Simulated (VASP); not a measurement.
# C (Cmmm) in VASP: single point with PBEsol

Aim: the single point of C with PBEsol.

All numbers are computed with VASP 6.6.1; they aren't measurements. Logs are shortened: lines on timing, memory, paths and dates and some standing lists are left out, and cuts for length are marked.

**1. The cell of the first run**

The structure is orthorhombic, space group Cmmm (No. 65). Conventional cell: a = 4.230 Å, b = 8.719 Å, c = 2.500 Å, α = 90.00°, β = 90.00°, γ = 90.00°. Within 2.0 Å of C (site symmetry m) lie 4 C at 1.52 to 1.57 Å. C (site symmetry m) has 4 C at 1.52 to 1.56 Å within 2.0 Å.

**2. Single point, PBEsol**

File INCAR:

```
SYSTEM = C
PREC = Accurate
ENCUT = 520
EDIFF = 1E-6
ISMEAR = -1
SIGMA = 0.1
LREAL = .False.
LASPH = .True.
NELM = 100
ALGO = Normal
ISIF = 2
LWAVE = .False.
LCHARG = .False.
GGA = PS
NBANDS = 26
```

File KPOINTS:

```
regular mesh
0
Gamma
  6 6 9
  0 0 0
```

File POSCAR:

```
C
1.0
    2.1152110000     -4.3593110000      0.0000000000
    2.1152110000      4.3593110000      0.0000000000
    0.0000000000      0.0000000000      2.4995960000
C
8
Direct
    0.6482150000      0.9813910000      0.0000000000
    0.3517850000      0.0186090000      0.0000000000
    0.0186090000      0.3517850000      0.0000000000
    0.9813910000      0.6482150000      0.0000000000
    0.4047290000      0.2263750000      0.5000000000
    0.5952710000      0.7736250000      0.5000000000
    0.7736250000      0.5952710000      0.5000000000
    0.2263750000      0.4047290000      0.5000000000
```

Potentials or basis: VASP PAW PBE potentials, release 64 (C).

Started as:

```sh
> cat potpaw_PBE.64/C/POTCAR > POTCAR
> mpirun -np 1 vasp_std > vasp.out
```

OUTCAR:

```text
SYSTEM = C
   PREC = Accurate
   ENCUT = 520
   EDIFF = 1E-6
   ISMEAR = -1
   LREAL = .False.
   LASPH = .True.
   NELM = 100
   ISIF = 2
   GGA = PS

 ion  position               nearest neighbor table
   1  0.648  0.981  0.000-   6 1.52   6 1.52   2 1.55   3 1.57
   2  0.352  0.019  0.000-   5 1.52   5 1.52   1 1.55   4 1.57
   3  0.019  0.352  0.000-   8 1.52   8 1.52   4 1.55   1 1.57
   4  0.981  0.648  0.000-   7 1.52   7 1.52   3 1.55   2 1.57
   5  0.405  0.226  0.500-   2 1.52   2 1.52   8 1.56   7 1.56
   6  0.595  0.774  0.500-   1 1.52   1 1.52   7 1.56   8 1.56
   7  0.774  0.595  0.500-   4 1.52   4 1.52   6 1.56   5 1.56
   8  0.226  0.405  0.500-   3 1.52   3 1.52   5 1.56   6 1.56

  LATTYP: Found a base centered orthorhombic cell.
 ALAT       =     4.2304220000
 B/A-ratio  =     2.0609343465
 C/A-ratio  =     0.5908620937

  Lattice vectors:

 A1 = (   2.1152110000,  -4.3593110000,   0.0000000000)
 A2 = (   2.1152110000,   4.3593110000,   0.0000000000)
 A3 = (   0.0000000000,   0.0000000000,   2.4995960000)

Analysis of symmetry for initial positions (statically):
=====================================================================
 Subroutine PRICEL returns:
 Original cell was already a primitive cell.

 Routine SETGRP: Setting up the symmetry group for a
 base centered orthorhombic supercell.

 Subroutine GETGRP returns: Found  8 space group operations
 (whereof  8 operations were pure point group operations)
 out of a pool of  8 trial point group operations.

The static configuration has the point symmetry D_2h.

Analysis of symmetry for dynamics (positions and initial velocities):
=====================================================================
 Subroutine PRICEL returns:
 Original cell was already a primitive cell.

 Routine SETGRP: Setting up the symmetry group for a
 base centered orthorhombic supercell.

 Subroutine GETGRP returns: Found  8 space group operations
 (whereof  8 operations were pure point group operations)
 out of a pool of  8 trial point group operations.

The dynamic configuration has the point symmetry D_2h.

 Subroutine INISYM returns: Found  8 space group operations
 (whereof  8 operations are pure point group operations),
 and found     1 'primitive' translations

[... 98 lines left out ...]
   ISTART =      0    job   : 0-new  1-cont  2-samecut
   ICHARG =      2    charge: 1-file 2-atom 10-const
   ISPIN  =      1    spin polarized calculation?
   LNONCOLLINEAR =      F non collinear calculations
   LSORBIT =      F    spin-orbit coupling
   LASPH  =      T    aspherical Exc in radial PAW
   ENCUT  =  520.0 eV  38.22 Ry    6.18 a.u.   9.01  9.01  4.65*2*pi/ulx,y,z
   NELM   =    100;   NELMIN=  2; NELMDL= -5     # of ELM steps
   EDIFF  = 0.1E-05   stopping-criterion for ELM
   LREAL  =      F    real-space projection
[... 7 lines left out ...]
   TEBEG  =    0.0;   TEEND  =   0.0 temperature during run
   PSTRESS=    0.0 pullay stress
   NELECT =      32.0000    total number of electrons
   NUPDOWN=      -1.0000    fix difference up-down
   EMIN   =  10.00;   EMAX   =-10.00  energy-range for DOS
   EFERMI =   0.00;   METHOD = LEGACY
   ISMEAR =    -1;   SIGMA  =   0.10  broadening in eV -4-tet -1-fermi 0-gaus
   EFERMI_NEDOS =   21; number of points for ismear=-14 and -15
   IALGO  =     38    algorithm
   IMIX   =      4    mixing-type and parameters
     AMIX     =   0.40;   BMIX     =  1.00
     AMIX_MAG =   1.60;   BMIX_MAG =  1.00
  volume/ion in A,a.u.               =       5.76        38.88
  Fermi-wavevector in a.u.,A,eV,Ry     =   1.449554  2.739260 28.588650  2.101207
  Thomas-Fermi vector in A             =   2.567267
   LORBIT       =      0    0 simple, 1 ext, 2 COOP (PROOUT), +10 PAW based schemes
   GGA     = PS    functional components
   LHFCALC =     F    Hartree Fock is set to
   AEXX    =    0.0000 exact exchange contribution
   IVDW    =     0    specifies the selected vdW correction
   LEPSILON=     F    determine dielectric tensor
   LRPA    =     F    only Hartree local field effects (RPA)
 non-spin polarized calculation
  energy-cutoff  :      520.00
  volume of cell :       46.10
 maximum number of plane-waves:      1257
   NGX = 17   NGY = 17   NGZ =  9

 number of electron      32.0000003 magnetization

 Free energy of the ion-electron system (eV)
  ---------------------------------------------------
  ext. energy  EPLUGINS =         0.00000000
  ---------------------------------------------------
  free energy    TOTEN  =       -75.91622442 eV

  energy without entropy =      -75.91622441  energy(sigma->0) =      -75.91622442

 E-fermi :  11.1841     XC(G=0): -13.2981

 val. band max:        9.6678823347   @ k =   0.5000   0.5000   0.0000
 cond. band min:      12.7664207501   @ k =   0.5000   0.5000   0.3333
 fundamental gap:      3.0985384154
 Fermi energy:        11.1840746470

 k-point     1 :       0.0000    0.0000    0.0000
  band No.  band energies     occupation
      1     -12.0449      2.00000
      2      -6.7797      2.00000
      3      -5.7547      2.00000
      4      -5.3807      2.00000
      5      -4.8018      2.00000
      6      -2.6715      2.00000
[... 685 lines left out ...]
     25      19.7398      0.00000
     26      20.5116      0.00000

 [... further k-points ...]

------------------------ aborting loop because EDIFF is reached ----------------------------------------

  FORCE on cell =-STRESS in cart. coord.  units (eV):
  Direction    XX          YY          ZZ          XY          YZ          ZX
  --------------------------------------------------------------------------------------
  -------------------------------------------------------------------------------------
  Total        0.5057783      0.4432680      0.5431867      0.0000000      0.0000000      0.0000000
  in kB       17.5792123     15.4065571     18.8794075      0.0000000      0.0000000      0.0000000
  external PRESSURE =      17.2883923 kB  Pullay stress =       0.0000000 kB

 VOLUME and BASIS-vectors are now :
 -----------------------------------------------------------------------------
  energy-cutoff  :      520.00
  volume of cell :       46.10
      direct lattice vectors                 reciprocal lattice vectors
     2.115211000 -4.359311000  0.000000000     0.236383037 -0.114697024  0.000000000
     2.115211000  4.359311000  0.000000000     0.236383037  0.114697024  0.000000000
     0.000000000  0.000000000  2.499596000     0.000000000  0.000000000  0.400064650

 POSITION                                       TOTAL-FORCE (eV/Angst)
 -----------------------------------------------------------------------------------
      3.44696      1.45242      0.00000         0.033766      0.022819     -0.000000
      0.78346     -1.45242      0.00000        -0.033766     -0.022819      0.000000
      0.78346      1.45242      0.00000        -0.033766      0.022819      0.000000
      3.44696     -1.45242      0.00000         0.033766     -0.022819      0.000000
      1.33492     -0.77750      1.24980        -0.054372     -0.024121      0.000000
      2.89550      0.77750      1.24980         0.054372      0.024121      0.000000
      2.89550     -0.77750      1.24980         0.054372     -0.024121      0.000000
      1.33492      0.77750      1.24980        -0.054372      0.024121     -0.000000
 -----------------------------------------------------------------------------------
    total drift:                                0.000000      0.000000      0.000000

  FREE ENERGIE OF THE ION-ELECTRON SYSTEM (eV)
  ---------------------------------------------------
  free  energy   TOTEN  =       -75.9162244213 eV

  energy  without entropy=      -75.9162244137  energy(sigma->0) =      -75.91622442
```

Wall time 47 s (1 thread of Intel Xeon Platinum 8488C (Sapphire Rapids), shared host); peak memory 0.19 GiB.

What came out:

```
Free energy            : -75.9162 eV
Pressure               : 1.7 GPa
Largest force          : 0.059 eV/Å
Band gap on the k mesh : 3.10 eV, indirect (least direct gap 4.83 eV)
```

Forces in eV/Å, atoms in the order of the input:
```
C    0.034  0.023  0.000
C   -0.034 -0.023  0.000
C   -0.034  0.023  0.000
C    0.034 -0.023  0.000
C   -0.054 -0.024  0.000
C    0.054  0.024  0.000
C    0.054 -0.024  0.000
C   -0.054  0.024  0.000
```

Stress tensor (GPa, compression positive):
```
1.76 0.00 0.00
0.00 1.54 0.00
0.00 0.00 1.89
```

Levels at points of the mesh, in eV from the valence-band top:
| k point | band 14 | band 15 | band 16 | band 17 | band 18 | band 19 |
| --- | --- | --- | --- | --- | --- | --- |
| (0.00, 0.00, 0.00) | -2.02 | -1.81 | -1.21 | 4.55 | 4.83 | 5.05 |
| (0.50, 0.00, 0.00) | -2.85 | -2.67 | -2.40 | 4.84 | 6.02 | 6.04 |
| (0.50, 0.50, 0.00) | -0.27 | -0.19 | 0.00 | 5.05 | 5.20 | 6.04 |

Caveat: the PAW data sets were made with another functional, which shifts forces and pressure a little.
